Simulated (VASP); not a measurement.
# Ta3N (P-3m1) in VASP: notebook

Runs on Ta3N. Level: PBE+U. Tasks: single point.

Program: VASP 6.6.1. These are calculated values, not measurements. Logs are shortened: lines on timing, memory, paths and dates and some standing lists are left out, and cuts for length are marked.

## (1) The cell of the first run

It takes space group P-3m1 (No. 164, trigonal). The conventional cell has a = 3.032 Å, b = 3.032 Å, c = 7.524 Å, α = 90.00°, β = 90.00°, γ = 120.00°. Ta (site symmetry 3m) has 3 N at 2.19 Å and 12 Ta at 3.01 to 3.15 Å within 3.2 Å. Within 4.0 Å of Ta (site symmetry -3m) lie 12 Ta at 3.01 to 3.03 Å and 2 N at 3.76 Å. N (site symmetry -3m) has 6 Ta at 2.19 Å within 2.9 Å.

## (2) Single point, PBE+U

POSCAR

```
Ta3N
1.0
    3.0322239879      0.0000000000      0.0000000000
   -1.5161119940      2.6259830035      0.0000000000
    0.0000000000      0.0000000000      7.5241370000
Ta N
3 1
Direct
    0.6666666667      0.3333333333      0.8260700000
    0.3333333333      0.6666666667      0.1739300000
    0.0000000000      0.0000000000      0.5000000000
    0.0000000000      0.0000000000      0.0000000000
```

INCAR.step1

```
PREC = Accurate
ENCUT = 520
EDIFF = 1E-6
ISMEAR = -1
SIGMA = 0.05
LREAL = F
LASPH = T
NELM = 200
ALGO = Normal
ISIF = 2
LWAVE = F
LCHARG = T
LMAXMIX = 4
LDAU = T
LDAUTYPE = 2
LDAUL = 2 -1
LDAUU = 5 0
LDAUJ = 0 0
LDAUPRINT = 1
GGA = PE
NBANDS = 30
GGA_COMPAT = F
NEDOS = 2001
LORBIT = 11
```

KPOINTS.step1

```
regular mesh
0
Gamma
  10 10 4
```

INCAR.step2

```
PREC = Accurate
ENCUT = 520
EDIFF = 1E-6
ISMEAR = -5
SIGMA = 0.05
LREAL = F
LASPH = T
NELM = 200
ALGO = Normal
ISIF = 2
LWAVE = F
LCHARG = F
LMAXMIX = 4
LDAU = T
LDAUTYPE = 2
LDAUL = 2 -1
LDAUU = 5 0
LDAUJ = 0 0
LDAUPRINT = 1
GGA = PE
LORBIT = 11
NBANDS = 30
NEDOS = 1001
ICHARG = 11
GGA_COMPAT = F
```

KPOINTS.step2

```
regular mesh
0
Gamma
  15 15 6
```

Potentials or basis: VASP PAW PBE potentials, release 64 (Ta_sv_GW, N).

Launch:

```
$ cat potpaw_PBE.64/Ta_sv_GW/POTCAR potpaw_PBE.64/N/POTCAR > POTCAR
$ cp INCAR.step1 INCAR
$ cp KPOINTS.step1 KPOINTS
$ mpirun -np 1 vasp_std > vasp.out
$ cp INCAR.step2 INCAR
$ cp KPOINTS.step2 KPOINTS
$ mpirun -np 1 vasp_std > vasp.out
```

OUTCAR:

```text
PREC = Accurate
   ENCUT = 520
   EDIFF = 1E-6
   ISMEAR = -5
   LREAL = F
   LASPH = T
   NELM = 200
   ISIF = 2
   GGA = PE
   LORBIT = 11
   ICHARG = 11

 ion  position               nearest neighbor table
   1  0.667  0.333  0.826-   4 2.19   4 2.19   4 2.19   3 3.01   3 3.01   3 3.01   2 3.15   2 3.15
                             2 3.15
   2  0.333  0.667  0.174-   4 2.19   4 2.19   4 2.19   3 3.01   3 3.01   3 3.01   1 3.15   1 3.15
                             1 3.15
   3  0.000  0.000  0.500-   1 3.01   2 3.01   1 3.01   2 3.01   1 3.01   2 3.01
   4  0.000  0.000  0.000-   1 2.19   2 2.19   1 2.19   2 2.19   1 2.19   2 2.19

  LATTYP: Found a hexagonal cell.
 ALAT       =     3.0322239879
 C/A-ratio  =     2.4813922158

  Lattice vectors:

 A1 = (   3.0322239879,   0.0000000000,   0.0000000000)
 A2 = (  -1.5161119940,   2.6259830035,   0.0000000000)
 A3 = (   0.0000000000,   0.0000000000,   7.5241370000)

Analysis of symmetry for initial positions (statically):
=====================================================================
 Subroutine PRICEL returns:
 Original cell was already a primitive cell.

 Routine SETGRP: Setting up the symmetry group for a
 hexagonal supercell.

 Subroutine GETGRP returns: Found 12 space group operations
 (whereof 12 operations were pure point group operations)
 out of a pool of 24 trial point group operations.

The static configuration has the point symmetry D_3d.

Analysis of symmetry for dynamics (positions and initial velocities):
=====================================================================
 Subroutine PRICEL returns:
 Original cell was already a primitive cell.

 Routine SETGRP: Setting up the symmetry group for a
 hexagonal supercell.

 Subroutine GETGRP returns: Found 12 space group operations
 (whereof 12 operations were pure point group operations)
 out of a pool of 24 trial point group operations.

The dynamic configuration has the point symmetry D_3d.

 Subroutine INISYM returns: Found 12 space group operations
 (whereof 12 operations are pure point group operations),
 and found     1 'primitive' translations

----------------------------------------------------------------------------------------

                                     Primitive cell

  volume of cell :      59.9115

  direct lattice vectors                    reciprocal lattice vectors
     3.032223988  0.000000000  0.000000000     0.329790940  0.190404888  0.000000000
    -1.516111994  2.625983004  0.000000000     0.000000000  0.380809776  0.000000000
     0.000000000  0.000000000  7.524137000     0.000000000  0.000000000  0.132905608

  length of vectors
     3.032223988  3.032223988  7.524137000     0.380809776  0.380809776  0.132905608

  position of ions in fractional coordinates (direct lattice)
     0.666666667  0.333333333  0.826070000
     0.333333333  0.666666667  0.173930000
     0.000000000  0.000000000  0.500000000
     0.000000000  0.000000000  0.000000000

  ion indices of the primitive-cell ions
   primitive index   ion index
                 1           1
                 2           2
                 3           3
                 4           4

----------------------------------------------------------------------------------------

 KPOINTS: regular mesh

Automatic generation of k-mesh.
 Grid dimensions read from file:
 generate k-points for:   15   15    6

 Generating k-lattice:

  Cartesian coordinates                     Fractional coordinates (reciprocal lattice)
     0.021986063  0.012693659  0.000000000     0.066666667  0.000000000  0.000000000
     0.000000000  0.025387318  0.000000000     0.000000000  0.066666667  0.000000000
[... 51 lines left out ...]
   PREC   = accura    normal or accurate (medium, high low for compatibility)
   ISTART =      0    job   : 0-new  1-cont  2-samecut
   ICHARG =     11    charge: 1-file 2-atom 10-const
   ISPIN  =      1    spin polarized calculation?
   LNONCOLLINEAR =      F non collinear calculations
   LSORBIT =      F    spin-orbit coupling
   LASPH  =      T    aspherical Exc in radial PAW
   ENCUT  =  520.0 eV  38.22 Ry    6.18 a.u.   5.64  5.64 13.99*2*pi/ulx,y,z
   NELM   =    200;   NELMIN=  2; NELMDL=  0     # of ELM steps
   EDIFF  = 0.1E-05   stopping-criterion for ELM
   LREAL  =      F    real-space projection
   EDIFFG = 0.1E-04   stopping-criterion for IOM
   NSW    =      0    number of steps for IOM
   IBRION =     -1    ionic relax: 0-MD 1-quasi-New 2-CG
   NFREE  =      0    steps in history (QN), initial steepest desc. (CG)
   ISIF   =      2    stress and relaxation
   ISYM   =      2    0-nonsym 1-usesym 2-fastsym
   POTIM  = 0.5000    time-step for ionic-motion
   TEBEG  =    0.0;   TEEND  =   0.0 temperature during run
   PSTRESS=    0.0 pullay stress
   NELECT =      44.0000    total number of electrons
   NUPDOWN=      -1.0000    fix difference up-down
   EMIN   =  10.00;   EMAX   =-10.00  energy-range for DOS
   EFERMI =   0.00;   METHOD = LEGACY
   ISMEAR =    -5;   SIGMA  =   0.05  broadening in eV -4-tet -1-fermi 0-gaus
   EFERMI_NEDOS =   21; number of points for ismear=-14 and -15
   IALGO  =     38    algorithm
   IMIX   =      4    mixing-type and parameters
     AMIX     =   0.40;   BMIX     =  1.00
     AMIX_MAG =   1.60;   BMIX_MAG =  1.00
  volume/ion in A,a.u.               =      14.98       101.08
  Fermi-wavevector in a.u.,A,eV,Ry     =   1.477029  2.791181 29.682679  2.181615
  Thomas-Fermi vector in A             =   2.591483
   LORBIT       =     11    0 simple, 1 ext, 2 COOP (PROOUT), +10 PAW based schemes
 LDA+U is selected, type is set to LDAUTYPE =  2
   angular momentum for each species LDAUL =     2   -1
   U (eV)           for each species LDAUU =   5.0  0.0
   J (eV)           for each species LDAUJ =   0.0  0.0
   GGA     = PE    functional components
   LHFCALC =     F    Hartree Fock is set to
   AEXX    =    0.0000 exact exchange contribution
   IVDW    =     0    specifies the selected vdW correction
   LEPSILON=     F    determine dielectric tensor
   LRPA    =     F    only Hartree local field effects (RPA)
 non-spin polarized calculation
 Fermi weights with tetrahedron method with Bloechl corrections
  energy-cutoff  :      520.00
  volume of cell :       59.91
 maximum number of plane-waves:      1644
 NGX is ok and might be reduce to    24

atom =   1  type =  1  l = 2

 onsite density matrix

spin component  1
[... 83 lines left out ...]
  o =  0.1304  v = -0.4490  0.4990  0.0000  0.6585 -0.3403  0.0000  0.0000  0.0000  0.0000  0.0000      0.0000  0.0000  0.0000  0.0000  0.0000  0.0000  0.0000  0.0000  0.0000  0.0000
  o =  0.1304  v =  0.0000  0.0000  0.0000  0.0000  0.0000 -0.4490  0.4990  0.0000  0.6585 -0.3403      0.0000  0.0000  0.0000  0.0000  0.0000  0.0000  0.0000  0.0000  0.0000  0.0000
  o =  0.1304  v = -0.3403 -0.6585  0.0000  0.4990  0.4490  0.0000  0.0000  0.0000  0.0000  0.0000      0.0000  0.0000  0.0000  0.0000  0.0000  0.0000  0.0000  0.0000  0.0000  0.0000
  o =  0.1304  v =  0.0000  0.0000  0.0000  0.0000  0.0000 -0.3403 -0.6585  0.0000  0.4990  0.4490      0.0000  0.0000  0.0000  0.0000  0.0000  0.0000  0.0000  0.0000  0.0000  0.0000
  o =  0.2275  v =  0.0000  0.0000  0.0000  0.0000  0.0000  0.6585  0.3403 -0.0000  0.4490  0.4991      0.0000  0.0000  0.0000  0.0000  0.0000  0.0000  0.0000  0.0000  0.0000  0.0000
  o =  0.2275  v =  0.6585  0.3403 -0.0000  0.4490  0.4991  0.0000  0.0000  0.0000  0.0000  0.0000      0.0000  0.0000  0.0000  0.0000  0.0000  0.0000  0.0000  0.0000  0.0000  0.0000
  o =  0.2275  v =  0.0000  0.0000  0.0000  0.0000  0.0000  0.4991 -0.4490 -0.0000  0.3403 -0.6585      0.0000  0.0000  0.0000  0.0000  0.0000  0.0000  0.0000  0.0000  0.0000  0.0000
  o =  0.2275  v =  0.4991 -0.4490 -0.0000  0.3403 -0.6585  0.0000  0.0000  0.0000  0.0000  0.0000      0.0000  0.0000  0.0000  0.0000  0.0000  0.0000  0.0000  0.0000  0.0000  0.0000
  o =  0.2727  v =  0.0000  0.0000  1.0000  0.0000  0.0000  0.0000  0.0000  0.0000  0.0000  0.0000      0.0000  0.0000  0.0000  0.0000  0.0000  0.0000  0.0000  0.0000  0.0000  0.0000
  o =  0.2727  v =  0.0000  0.0000  0.0000  0.0000  0.0000  0.0000  0.0000  1.0000  0.0000  0.0000      0.0000  0.0000  0.0000  0.0000  0.0000  0.0000  0.0000  0.0000  0.0000  0.0000

 number of electron      44.0000003 magnetization

 Free energy of the ion-electron system (eV)
  ---------------------------------------------------
  ext. energy  EPLUGINS =         0.00000000
  ---------------------------------------------------
  free energy    TOTEN  =       -40.34731073 eV

  energy without entropy =      -40.34731073  energy(sigma->0) =      -40.34731073

 E-fermi :  11.9074     XC(G=0): -13.0842

 val. band max:       11.9903675262   @ k =  -0.0667   0.4667   0.1667
 cond. band min:      11.8622883187   @ k =   0.2667   0.1333   0.1667
 fundamental gap:     -0.1280792075
 Fermi energy:        11.9074481970

 k-point     1 :       0.0000    0.0000    0.0000
  band No.  band energies     occupation
      1     -57.6172      2.00000
      2     -57.5916      2.00000
      3     -57.0922      2.00000
      4     -24.3291      2.00000
      5     -24.0604      2.00000
      6     -23.7433      2.00000
[... 781 lines left out ...]
     29      16.5955      0.00000
     30      16.9450      0.00000

 [... further k-points ...]

------------------------ aborting loop because EDIFF is reached ----------------------------------------

  FORCE on cell =-STRESS in cart. coord.  units (eV):
  Direction    XX          YY          ZZ          XY          YZ          ZX
  --------------------------------------------------------------------------------------
  -------------------------------------------------------------------------------------
  Total        5.0546002      5.0546002      6.2267446     -0.0000000      0.0000000      0.0000000
  in kB      135.1722392    135.1722392    166.5182162     -0.0000000      0.0000000      0.0000000
  external PRESSURE =     145.6208982 kB  Pullay stress =       0.0000000 kB

 VOLUME and BASIS-vectors are now :
 -----------------------------------------------------------------------------
  energy-cutoff  :      520.00
  volume of cell :       59.91
      direct lattice vectors                 reciprocal lattice vectors
     3.032223988  0.000000000  0.000000000     0.329790940  0.190404888  0.000000000
    -1.516111994  2.625983004  0.000000000     0.000000000  0.380809776  0.000000000
     0.000000000  0.000000000  7.524137000     0.000000000  0.000000000  0.132905608

 POSITION                                       TOTAL-FORCE (eV/Angst)
 -----------------------------------------------------------------------------------
      1.51611      0.87533      6.21546        -0.000000     -0.000000     -0.446308
     -0.00000      1.75066      1.30867         0.000000      0.000000      0.446308
      0.00000      0.00000      3.76207         0.000000      0.000000     -0.000000
      0.00000      0.00000      0.00000         0.000000      0.000000     -0.000000
 -----------------------------------------------------------------------------------
    total drift:                                0.000000      0.000000      0.000000

  FREE ENERGIE OF THE ION-ELECTRON SYSTEM (eV)
  ---------------------------------------------------
  free  energy   TOTEN  =       -40.3473107323 eV

  energy  without entropy=      -40.3473107323  energy(sigma->0) =      -40.34731073

 total charge

# of ion       s       p       d       f       tot
--------------------------------------------------
    1        3.371   6.063   2.099   0.076  11.609
    2        3.371   6.063   2.099   0.076  11.609
    3        3.590   6.062   1.934   0.026  11.612
    4        1.240   2.567   0.000   0.000   3.807
--------------------------------------------------
tot         11.571  20.755   6.133   0.179  38.637
```

Run time: 97 s. Hardware: 1 thread of Intel Xeon 6975P-C (Granite Rapids), shared host; peak memory 0.34 GiB.

Results:

| Item | Value |
| --- | --- |
| Valence electrons inside the program's atomic spheres | Ta 11.61; N 3.81 |

Eigenvalues of the final occupation matrices:
| site | spin | trace | eigenvalues |
| --- | --- | --- | --- |
| site 1 d | 1 | 1.07 | 0.19 0.19 0.22 0.22 0.24 |
| site 1 d | 2 | 1.07 | 0.19 0.19 0.22 0.22 0.24 |
| site 2 d | 1 | 1.07 | 0.19 0.19 0.22 0.22 0.24 |
| site 2 d | 2 | 1.07 | 0.19 0.19 0.22 0.22 0.24 |
| site 3 d | 1 | 0.99 | 0.13 0.13 0.23 0.23 0.27 |
| site 3 d | 2 | 0.99 | 0.13 0.13 0.23 0.23 0.27 |

Caveat: spin-orbit coupling is left out, which moves the levels of the heavy elements; U without spin polarisation on a metal has little footing.

[end of part 1 of 2]
